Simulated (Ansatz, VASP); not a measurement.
## One calculation of ZrH4, two programs

```
Zr H
1.0
     3.20731    0.00000    0.00000
    -1.60365    2.77761    0.00000
     0.00000    0.00000    4.09853
Zr H
1 4
Direct
  0.00000 0.00000 0.50000
  0.33333 0.66667 0.75518
  0.33333 0.66667 0.24482
  0.66667 0.33333 0.24482
  0.66667 0.33333 0.75518
```

Alike in both runs: task relaxation of cell and atoms; functional PBE; k mesh 12 × 12 × 10; occupations gaussian, width 0.1 eV; no spin polarisation.

|  | VASP | Ansatz |
| --- | --- | --- |
| version | VASP 6.6.1 | Ansatz 0.2.0 |
| potentials or method | VASP PAW PBE potentials, release 64 (Zr_sv, H), cutoff 600 eV | scalar-relativistic, plane waves, PAW |
| valence electrons in the cell | 16 | 16 |

```tsv
	VASP	Ansatz	Ansatz less VASP
gap on the k mesh at the Fermi level, each at its own relaxed structure (eV)	none	none	-
relaxed volume (Å³/atom)	7.55	7.58	+0.026
relaxed cell length with the largest relative difference (Å)	4.246	4.262	+0.0163
```

A gap of «none» marks a metal or a gap that the smearing closes.
